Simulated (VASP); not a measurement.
# Ta2N in VASP: a series of runs

Ta2N is run at these levels: PBE, PBE+D4; tasks: single point.

All numbers are computed with VASP 6.6.1; they aren't measurements. Logs are shortened: lines on timing, memory, paths and dates and some standing lists are left out, and cuts for length are marked.

## 1. The cell of the first run

The typed cell holds 3 atoms: a = 3.113 Å, b = 3.113 Å, c = 4.870 Å, α = 90.00°, β = 90.00°, γ = 120.00°.

## 2. Single point, PBE

The input, INCAR:

```
SYSTEM = Ta2N
ALGO = Normal
EDIFF = 1E-7
ENCUT = 520
GGA = PE
ISIF = 2
ISMEAR = 0
LASPH = .TRUE.
LCHARG = .FALSE.
LREAL = .FALSE.
LWAVE = .FALSE.
NBANDS = 20
NELM = 60
PREC = Accurate
SIGMA = 0.07
```

The input, KPOINTS:

```
k-points
0
G
  6 6 4
  0 0 0
```

The input, POSCAR:

```
Ta2N
1.0
    3.1128615060      0.0000000000      0.0000000000
   -1.5564307530      2.6958171426      0.0000000000
    0.0000000000      0.0000000000      4.8698410000
Ta N
2 1
Direct
    0.6725171138      0.3404023677      0.7516865273
    0.3435786586      0.6625896535      0.2547089368
   -0.0145075203     -0.0131780086      0.0078250874
```

Potentials or basis: VASP PAW PBE potentials, release 64 (Ta_pv, N).

On the command line:

```
cat potpaw_PBE.64/Ta_pv/POTCAR potpaw_PBE.64/N/POTCAR > POTCAR
mpirun -np 1 vasp_std > vasp.out
```

OUTCAR:

```text
SYSTEM = Ta2N
   EDIFF = 1E-7
   ENCUT = 520
   GGA = PE
   ISIF = 2
   ISMEAR = 0
   LASPH = .TRUE.
   LREAL = .FALSE.
   NELM = 60
   PREC = Accurate

 ion  position               nearest neighbor table
   1  0.673  0.340  0.752-   3 2.14   3 2.19   3 2.23   2 2.99   2 3.01   2 3.02   2 3.03   2 3.05
                             2 3.06
   2  0.344  0.663  0.255-   3 2.11   3 2.18   3 2.20   1 2.99   1 3.01   1 3.02   1 3.03   1 3.05
                             1 3.06
   3  0.985  0.987  0.008-   2 2.11   1 2.14   2 2.18   1 2.19   2 2.20   1 2.23

  LATTYP: Found a hexagonal cell.
 ALAT       =     3.1128615060
 C/A-ratio  =     1.5644258476

  Lattice vectors:

 A1 = (   3.1128615060,   0.0000000000,   0.0000000000)
 A2 = (  -1.5564307530,   2.6958171426,   0.0000000000)
 A3 = (   0.0000000000,   0.0000000000,   4.8698410000)

Analysis of symmetry for initial positions (statically):
=====================================================================
 Subroutine PRICEL returns:
 Original cell was already a primitive cell.

 Routine SETGRP: Setting up the symmetry group for a
 hexagonal supercell.

 Subroutine GETGRP returns: Found  1 space group operations
 (whereof  1 operations were pure point group operations)
 out of a pool of 24 trial point group operations.

The static configuration has the point symmetry C_1 .

Analysis of symmetry for dynamics (positions and initial velocities):
=====================================================================
 Subroutine PRICEL returns:
 Original cell was already a primitive cell.

 Routine SETGRP: Setting up the symmetry group for a
 hexagonal supercell.

 Subroutine GETGRP returns: Found  1 space group operations
 (whereof  1 operations were pure point group operations)
 out of a pool of 24 trial point group operations.

The dynamic configuration has the point symmetry C_1 .

 Subroutine INISYM returns: Found  1 space group operations
 (whereof  1 operations are pure point group operations),
 and found     1 'primitive' translations

----------------------------------------------------------------------------------------

                                     Primitive cell

  volume of cell :      40.8663

  direct lattice vectors                    reciprocal lattice vectors
     3.112861506  0.000000000  0.000000000     0.321247829  0.185472520  0.000000000
    -1.556430753  2.695817143  0.000000000     0.000000000  0.370945041  0.000000000
     0.000000000  0.000000000  4.869841000     0.000000000  0.000000000  0.205345513

  length of vectors
     3.112861506  3.112861506  4.869841000     0.370945041  0.370945041  0.205345513

  position of ions in fractional coordinates (direct lattice)
     0.672517114  0.340402368  0.751686527
     0.343578659  0.662589653  0.254708937
     0.985492480  0.986821991  0.007825087

  ion indices of the primitive-cell ions
   primitive index   ion index
                 1           1
                 2           2
                 3           3

----------------------------------------------------------------------------------------

 KPOINTS: k-points

Automatic generation of k-mesh.
 Grid dimensions read from file:
 generate k-points for:    6    6    4

 Generating k-lattice:

  Cartesian coordinates                     Fractional coordinates (reciprocal lattice)
     0.053541305  0.030912087  0.000000000     0.166666667  0.000000000  0.000000000
     0.000000000  0.061824173  0.000000000     0.000000000  0.166666667  0.000000000
     0.000000000  0.000000000  0.051336378     0.000000000  0.000000000  0.250000000

  Length of vectors
     0.061824173  0.061824173  0.051336378

  Shift w.r.t. Gamma in fractional coordinates (k-lattice)
     0.000000000  0.000000000  0.000000000

 Subroutine IBZKPT returns following result:
 ===========================================

 Found     76 irreducible k-points:

 Following reciprocal coordinates:
            Coordinates               Weight
  0.000000  0.000000  0.000000      1.000000
  0.166667  0.000000  0.000000      2.000000
  0.000000  0.166667  0.000000      2.000000
 -0.166667  0.166667  0.000000      2.000000
  0.333333 -0.000000  0.000000      2.000000
  0.000000  0.333333  0.000000      2.000000
[... 16 lines left out ...]
  0.000000  0.166667  0.250000      2.000000
 -0.166667  0.166667  0.250000      2.000000
 [... further k-points ...]
   k-points           NKPTS =     76   k-points in BZ     NKDIM =     76   number of bands    NBANDS=     20
   number of dos      NEDOS =    301   number of ions     NIONS =      3
   total plane-waves  NPLWV =  20736
   dimension x,y,z NGX =    24 NGY =   24 NGZ =   36
   dimension x,y,z NGXF=    48 NGYF=   48 NGZF=   72
   ions per type =               2   1
   NGX,Y,Z   is equivalent  to a cutoff of  12.82, 12.82, 12.29 a.u.
   NGXF,Y,Z  is equivalent  to a cutoff of  25.63, 25.63, 24.58 a.u.
 SYSTEM =  Ta2N
   PREC   = accura    normal or accurate (medium, high low for compatibility)
   ISTART =      0    job   : 0-new  1-cont  2-samecut
   ICHARG =      2    charge: 1-file 2-atom 10-const
   ISPIN  =      1    spin polarized calculation?
   LNONCOLLINEAR =      F non collinear calculations
   LSORBIT =      F    spin-orbit coupling
   LASPH  =      T    aspherical Exc in radial PAW
   ENCUT  =  520.0 eV  38.22 Ry    6.18 a.u.   5.79  5.79  9.05*2*pi/ulx,y,z
   NELM   =     60;   NELMIN=  2; NELMDL= -5     # of ELM steps
   EDIFF  = 0.1E-06   stopping-criterion for ELM
   LREAL  =      F    real-space projection
   EDIFFG = 0.1E-05   stopping-criterion for IOM
   NSW    =      0    number of steps for IOM
   IBRION =     -1    ionic relax: 0-MD 1-quasi-New 2-CG
   NFREE  =      0    steps in history (QN), initial steepest desc. (CG)
   ISIF   =      2    stress and relaxation
   ISYM   =      2    0-nonsym 1-usesym 2-fastsym
   POTIM  = 0.5000    time-step for ionic-motion
   TEBEG  =    0.0;   TEEND  =   0.0 temperature during run
   PSTRESS=    0.0 pullay stress
   NELECT =      27.0000    total number of electrons
   NUPDOWN=      -1.0000    fix difference up-down
   EMIN   =  10.00;   EMAX   =-10.00  energy-range for DOS
   EFERMI =   0.00;   METHOD = LEGACY
   ISMEAR =     0;   SIGMA  =   0.07  broadening in eV -4-tet -1-fermi 0-gaus
   EFERMI_NEDOS =   21; number of points for ismear=-14 and -15
   IALGO  =     38    algorithm
   IMIX   =      4    mixing-type and parameters
     AMIX     =   0.40;   BMIX     =  1.00
     AMIX_MAG =   1.60;   BMIX_MAG =  1.00
  volume/ion in A,a.u.               =      13.62        91.93
  Fermi-wavevector in a.u.,A,eV,Ry     =   1.425852  2.694469 27.661374  2.033054
  Thomas-Fermi vector in A             =   2.546192
   LORBIT       =      0    0 simple, 1 ext, 2 COOP (PROOUT), +10 PAW based schemes
   GGA     = PE    functional components
   LHFCALC =     F    Hartree Fock is set to
   AEXX    =    0.0000 exact exchange contribution
   IVDW    =     0    specifies the selected vdW correction
   LEPSILON=     F    determine dielectric tensor
   LRPA    =     F    only Hartree local field effects (RPA)
 non-spin polarized calculation
 Gauss-broadening in eV      SIGMA  =   0.07
  energy-cutoff  :      520.00
  volume of cell :       40.87
 maximum number of plane-waves:      1112
   NGX = 11   NGY = 11   NGZ = 19

 number of electron      27.0000001 magnetization

 Free energy of the ion-electron system (eV)
  ---------------------------------------------------
  ext. energy  EPLUGINS =         0.00000000
  ---------------------------------------------------
  free energy    TOTEN  =       -34.34223877 eV

  energy without entropy =      -34.33942826  energy(sigma->0) =      -34.34083351

 E-fermi :   7.5316     XC(G=0): -12.8409

 val. band max:        7.5167536308   @ k =   0.0000  -0.1667   0.2500
 cond. band min:       7.5594353314   @ k =   0.0000   0.3333   0.2500
 fundamental gap:      0.0426817006
 Fermi energy:         7.5316246271

 k-point     1 :       0.0000    0.0000    0.0000
  band No.  band energies     occupation
      1     -28.2312      2.00000
      2     -27.5238      2.00000
      3     -27.5065      2.00000
      4     -27.3943      2.00000
      5     -27.3827      2.00000
      6     -27.2695      2.00000
[... 12 lines left out ...]
     19       8.8596      0.00000
     20      12.2842      0.00000

 k-point     2 :       0.1667    0.0000    0.0000
  band No.  band energies     occupation
      1     -28.1541      2.00000
      2     -27.6687      2.00000
      3     -27.5691      2.00000
      4     -27.5362      2.00000
      5     -27.4020      2.00000
      6     -27.3021      2.00000
[... 12 lines left out ...]
     19      10.5414      0.00000
     20      12.2014      0.00000

 k-point     3 :       0.0000    0.1667    0.0000
  band No.  band energies     occupation
      1     -28.1549      2.00000
      2     -27.6646      2.00000
      3     -27.5739      2.00000
      4     -27.5380      2.00000
      5     -27.3998      2.00000
      6     -27.3009      2.00000
[... 12 lines left out ...]
     19      10.5923      0.00000
     20      12.1906      0.00000

 k-point     4 :      -0.1667    0.1667    0.0000
  band No.  band energies     occupation
      1     -28.1511      2.00000
      2     -27.6733      2.00000
      3     -27.5644      2.00000
      4     -27.5314      2.00000
      5     -27.4055      2.00000
      6     -27.3057      2.00000
[... 429 lines left out ...]
 k-point    23 :       0.0000    0.1667    0.2500
  band No.  band energies     occupation
      1     -28.0691      2.00000
      2     -27.6308      2.00000
      3     -27.5940      2.00000
      4     -27.5430      2.00000
      5     -27.4300      2.00000
      6     -27.3772      2.00000
[... 12 lines left out ...]
     19      10.7727      0.00000
     20      11.3540      0.00000

 k-point    24 :      -0.1667    0.1667    0.2500
  band No.  band energies     occupation
      1     -28.0583      2.00000
      2     -27.6588      2.00000
      3     -27.5935      2.00000
      4     -27.5423      2.00000
      5     -27.4225      2.00000
      6     -27.3681      2.00000
[... 12 lines left out ...]
     19      10.4758      0.00000
     20      11.1477      0.00000

 [... further k-points ...]

------------------------ aborting loop because EDIFF is reached ----------------------------------------

  FORCE on cell =-STRESS in cart. coord.  units (eV):
  Direction    XX          YY          ZZ          XY          YZ          ZX
  --------------------------------------------------------------------------------------
  -------------------------------------------------------------------------------------
  Total        0.1353258      0.1626903      0.0561255      0.1277006      0.0929996     -0.2228456
  in kB        5.3054977      6.3783335      2.2004227      5.0065491      3.6460846     -8.7367426
  external PRESSURE =       4.6280847 kB  Pullay stress =       0.0000000 kB

 VOLUME and BASIS-vectors are now :
 -----------------------------------------------------------------------------
  energy-cutoff  :      520.00
  volume of cell :       40.87
      direct lattice vectors                 reciprocal lattice vectors
     3.112861506  0.000000000  0.000000000     0.321247829  0.185472520  0.000000000
    -1.556430753  2.695817143  0.000000000     0.000000000  0.370945041  0.000000000
     0.000000000  0.000000000  4.869841000     0.000000000  0.000000000  0.205345513

 POSITION                                       TOTAL-FORCE (eV/Angst)
 -----------------------------------------------------------------------------------
      1.56364      0.91766      3.66059        -0.134791     -0.402670     -0.084388
      0.03824      1.78622      1.24039        -0.509984     -0.180883      0.413418
      1.53178      2.66029      0.03811         0.644775      0.583553     -0.329030
 -----------------------------------------------------------------------------------
    total drift:                                0.000008      0.000088     -0.000148

  FREE ENERGIE OF THE ION-ELECTRON SYSTEM (eV)
  ---------------------------------------------------
  free  energy   TOTEN  =       -34.3422387700 eV

  energy  without entropy=      -34.3394282573  energy(sigma->0) =      -34.34083351
```

It took 53 s on 1 thread of Intel Xeon Platinum 8488C (Sapphire Rapids), shared host; peak memory 0.19 GiB.

Results:

- Free energy: -34.3422 eV
- Pressure: 0.5 GPa
- Largest force: 0.930 eV/Å

Forces on the atoms (eV/Å):
```
Ta  -0.135 -0.403 -0.084
Ta  -0.510 -0.181  0.413
N    0.645  0.584 -0.329
```

Stress tensor (GPa, compression positive):
```
 0.53  0.50 -0.87
 0.50  0.64  0.36
-0.87  0.36  0.22
```

Levels at points of the mesh, in eV from the Fermi level:
```csv
k point,band 11,band 12,band 13,band 14,band 15,band 16,band 17,band 18
"(0.00, 0.00, 0.00)",-5.00,-0.77,-0.45,-0.26,0.06,0.23,0.49,1.12
"(0.50, 0.00, 0.00)",-4.59,-2.67,-1.45,1.66,1.89,3.52,3.82,4.11
"(0.00, 0.50, 0.00)",-4.58,-2.67,-1.43,1.63,1.84,3.57,3.87,4.10
"(0.50, 0.50, 0.00)",-4.52,-2.64,-1.51,1.80,1.83,3.52,3.89,4.01
"(0.00, 0.00, 0.50)",-2.86,-2.74,-1.21,-1.17,1.57,1.66,2.07,2.26
"(0.50, 0.00, 0.50)",-3.41,-2.21,-2.15,-0.23,0.76,3.13,3.31,3.92
"(0.00, 0.50, 0.50)",-3.41,-2.23,-2.13,-0.28,0.78,3.12,3.31,3.93
"(0.50, 0.50, 0.50)",-3.33,-2.25,-2.18,-0.13,0.80,3.13,3.42,3.93
```

Caveat: the k points lie up to 0.39 Å⁻¹ apart; spin-orbit coupling is left out, which moves the levels of the heavy elements.

## 3. Single point, PBE

This run uses another cell than the first one, of 12.59 Å³/atom, 0.924 times its volume.

The input, INCAR:

```
SYSTEM = Ta2N
PREC = Accurate
ENCUT = 600
EDIFF = 1E-6
ISMEAR = 1
SIGMA = 0.008
LREAL = .FALSE.
LASPH = .TRUE.
NELM = 120
ALGO = Normal
ISIF = 2
LWAVE = .FALSE.
LCHARG = .TRUE.
GGA = PE
LELF = .TRUE.
LVHAR = .TRUE.
NBANDS = 22
GGA_COMPAT = .FALSE.
```

The input, KPOINTS:

```
regular mesh
0
G
  6 6 4
  0 0 0
```

The input, POSCAR:

```
Ta2N
1.0
    3.0319157055      0.0000000000      0.0000000000
   -1.5159578527      2.6257160231      0.0000000000
    0.0000000000      0.0000000000      4.7432072974
Ta N
2 1
Direct
    0.6666666667      0.3333333333      0.7452890000
    0.3333333333      0.6666666667      0.2547110000
    0.0000000000      0.0000000000      0.0000000000
```

Potentials or basis: VASP PAW PBE potentials, release 64 (Ta_sv_GW, N).

On the command line:

```
cat potpaw_PBE.64/Ta_sv_GW/POTCAR potpaw_PBE.64/N/POTCAR > POTCAR
mpirun -np 1 vasp_std > vasp.out
```

Wall time 16 s (1 thread of AMD EPYC 9R45 (Zen 5), shared host); peak memory 0.15 GiB.

It converged, with:

| Quantity | Value |
| --- | --- |
| Free energy | -39.1755 eV |
| Pressure | 24.8 GPa |
| Largest force | 0.165 eV/Å |

Forces on the atoms (eV/Å):
```
Ta   0.000  0.000 -0.165
Ta   0.000  0.000  0.165
N    0.000  0.000  0.000
```

Stress tensor (GPa, compression positive):
```
24.74  0.00  0.00
 0.00 24.74  0.00
 0.00  0.00 24.87
```

Levels at points of the mesh, in eV from the Fermi level:
| k point | band 11 | band 12 | band 13 | band 14 | band 15 | band 16 | band 17 | band 18 | band 19 | band 20 |
| --- | --- | --- | --- | --- | --- | --- | --- | --- | --- | --- |
| (0.00, 0.00, 0.00) | -6.59 | -6.59 | -5.03 | -0.85 | -0.37 | -0.37 | 0.15 | 0.19 | 0.19 | 1.16 |
| (0.50, 0.00, 0.00) | -7.01 | -6.90 | -5.08 | -2.82 | -1.43 | 1.84 | 1.99 | 4.02 | 4.34 | 4.61 |
| (0.00, 0.00, 0.50) | -6.79 | -6.79 | -3.17 | -2.79 | -1.35 | -1.35 | 1.81 | 2.22 | 2.43 | 2.43 |
| (0.50, 0.00, 0.50) | -7.21 | -6.59 | -3.66 | -2.28 | -2.23 | -0.41 | 0.69 | 3.56 | 3.78 | 4.37 |

Caveat: the k points lie up to 0.40 Å⁻¹ apart; spin-orbit coupling is left out, which moves the levels of the heavy elements.

(Continued in part 2 of 2.)
